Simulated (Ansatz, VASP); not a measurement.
# One calculation of HfN, two programs

The input POSCAR:

```
HfN
1.0
    0.0000000000      2.3041800000      2.2590000000
    2.2138200000      0.0000000000      2.2590000000
    2.2138200000      2.3041800000      0.0000000000
Hf N
1 1
Direct
    0.0000000000      0.0000000000      0.0000000000
    0.5000000000      0.5000000000      0.5000000000
```

The input INCAR.step1:

```
SYSTEM = HfN
ALGO = Normal
EDIFF = 1E-4
ENCUT = 520
GGA = PE
ISMEAR = 0
LASPH = .True.
LCHARG = .False.
LREAL = .False.
LWAVE = .True.
NBANDS = 14
NELM = 60
PREC = Accurate
SIGMA = 0.15
```

Contents of INCAR.step2:

```
SYSTEM = HfN
ALGO = Normal
EDIFF = 1E-6
ENCUT = 520
ISIF = 2
ISMEAR = 0
ISTART = 1
LASPH = .True.
LCHARG = .True.
LELF = .True.
LMIXTAU = .True.
LREAL = .False.
LVHAR = .True.
LWAVE = .False.
METAGGA = R2SCAN
NBANDS = 14
NELM = 60
PREC = Accurate
SIGMA = 0.15
```

KPOINTS

```
k-points
0
Gamma
  18 18 18
  0 0 0
```

Input for Ansatz:

```yaml
crystal:
  lattice:
    - [0.0, 2.30418, 2.259]
    - [2.21382, 0.0, 2.259]
    - [2.21382, 2.30418, 0.0]
  atoms:
    - { symbol: Hf, position: [0.0, 0.0, 0.0] }
    - { symbol: "N", position: [0.5, 0.5, 0.5] }
basis:
  ecutwfc: 500
kpoints:
  mp_grid: { grid: [18, 18, 18] }
hamiltonian:
  xc: r2scan
scf:
  occupations: { method: gaussian, width: 0.15 }
output:
  forces: true
  stress: true
  eigenvalues: true
```

Change from the starting cell: strain -0.0200 x Voigt [1, -1, 0, 0, 0, 0], atoms carried along.

Alike in both runs: task single point; functional r2SCAN; k mesh 18 × 18 × 18; occupations gaussian, width 0.15 eV; no spin polarisation.

|  | VASP | Ansatz |
| --- | --- | --- |
| version | VASP 6.6.1 | Ansatz 0.2.0 |
| potentials or method | VASP PAW PBE potentials, release 64 (Hf_pv, N), cutoff 520 eV | scalar-relativistic, plane waves, PAW |
| valence electrons in the cell | 15 | 31 |

```tsv
	VASP	Ansatz	Ansatz less VASP
gap on the k mesh at the Fermi level (eV)	none	none	-
pressure (GPa)	-0.4	2.3	+2.66
traceless stress, the component that is largest in VASP (GPa)	10.05	10.23	+0.184
```

VASP's potentials were made for PBE, not for r2SCAN. A gap of «none» marks a metal or a gap that the smearing closes. With one functional, cell and mesh, what is left measures potentials, basis and numerics. VASP's potentials hold 15 valence electrons a cell and Ansatz's 31, so a difference there can come from the potentials and not from the codes.

Neither program's run includes spin-orbit coupling.
